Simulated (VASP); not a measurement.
Wanted: the native input for a VASP 6.6.1 run.

| Item | Value |
| --- | --- |
| Task | single point |
| Functional | PBEsol |
| Potentials or basis | VASP PAW PBE potentials, release 64 (Pt) |
| Cutoff | 520 eV |
| k mesh | 18 × 18 × 10 |
| Occupations | gaussian, width 0.15 eV |
| Spin | no spin polarisation |
| Dipole correction | no |
| Further INCAR settings | ALGO = Fast; EDIFF = 1e-07; NBANDS = 17 |

The structure of Pt lies in POSCAR:

```
Pt
1.0
    2.8524000000      0.0000000000      0.0000000000
   -1.4262000000      2.4702508617      0.0000000000
    0.0000000000      0.0000000000      4.9423000000
Pt
2
Direct
    0.6666666667      0.3333333333      0.7500000000
    0.3333333333      0.6666666667      0.2500000000
```

This isn't the form of Pt at room conditions, which is fcc.

The input as run:

INCAR

```
  PREC = Accurate
  ENCUT = 520
  EDIFF = 1E-7
  ISMEAR = 0
  SIGMA = 0.15
  LREAL = False
  LASPH = True
  NELM = 100
  ALGO = Fast
  ISIF = 2
  LWAVE = False
  LCHARG = False
  GGA = PS
  NBANDS = 17
```

KPOINTS

```
regular mesh
0
Gamma
  18 18 10
```

Potentials or basis: VASP PAW PBE potentials, release 64 (Pt).

Launch:

```console
$ cat potpaw_PBE.64/Pt/POTCAR > POTCAR
$ mpirun -np 1 vasp_std > vasp.out
```

Results of the run:

```
Pressure               : -27.2 GPa
Band gap on the k mesh : zero (bands 10 and 11 overlap by 1.07 eV)
```

Caveat: the cell stands under tension; the PAW data sets were made with another functional, which shifts forces and pressure a little; spin-orbit coupling is left out, which moves the levels of the heavy elements.

Wall time 92 s on 1 thread of Intel Xeon 8259CL (shared host), peak memory 0.24 GiB.
